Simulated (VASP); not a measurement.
BeS: vibrations by perturbation theory with PBE

BeS:

```
Be S
1.0
     6.21105    0.00000    0.00000
     0.00000    3.49516    0.00000
     0.00000    0.00000    5.95632
Be S
4 4
Direct
  0.85291 0.75000 0.40990
  0.64709 0.25000 0.90990
  0.35291 0.75000 0.09010
  0.14709 0.25000 0.59010
  0.80030 0.25000 0.59806
  0.69970 0.75000 0.09806
  0.30030 0.25000 0.90194
  0.19970 0.75000 0.40194
```

| Property | Result |
| --- | --- |
| Program | VASP 6.6.1 |
| Task | vibrations by perturbation theory |
| Functional | PBE |
| Potentials or basis | VASP PAW PBE potentials, release 64 (Be, S) |
| Cutoff | 520 eV |
| k mesh | 4 × 6 × 4 |
| Occupations | gaussian, width 0.01 eV |
| Spin | no spin polarisation |
| Dipole correction | no |
| Further INCAR settings | ALGO = Normal; EDIFF = 1e-08; IBRION = 8; NSW = 1 |

```
Electronic dielectric tensor (diagonal)                 : 4.54, 4.92, 4.75
Born charges (mean of the diagonal)                     : Be +1.63; S -1.63 e
Highest phonon frequency at Γ, LO-TO splitting left out : 638 cm⁻¹
```

Phonon frequencies in cm⁻¹ (negative: imaginary):
| q point | frequencies |
| --- | --- |
| (0.000, 0.000, 0.000) | 0 0 0 106 161 162 209 211 233 251 310 387 408 421 474 516 518 532 561 564 586 586 598 638 |

Electronic dielectric tensor:
```
4.54 0.00 0.00
0.00 4.92 0.00
0.00 0.00 4.75
```

Born effective charge tensors (e):
atom 1, Be
```
1.54 0.00 0.60
0.00 1.70 0.00
0.37 0.00 1.64
```
atom 2, Be
```
 1.54  0.00 -0.60
 0.00  1.70  0.00
-0.37  0.00  1.64
```
atom 3, Be
```
 1.54  0.00 -0.60
 0.00  1.70  0.00
-0.37  0.00  1.64
```
atom 4, Be
```
1.54 0.00 0.60
0.00 1.70 0.00
0.37 0.00 1.64
```
atom 5, S
```
-1.54  0.00  0.35
 0.00 -1.70  0.00
 0.42  0.00 -1.64
```
atom 6, S
```
-1.54  0.00 -0.35
 0.00 -1.70  0.00
-0.42  0.00 -1.64
```
atom 7, S
```
-1.54  0.00 -0.35
 0.00 -1.70  0.00
-0.42  0.00 -1.64
```
atom 8, S
```
-1.54  0.00  0.35
 0.00 -1.70  0.00
 0.42  0.00 -1.64
```

Run time: 62 min on 1 thread of Oxide Virtual Turin-like Processor, on a shared host, peak memory 0.66 GiB.
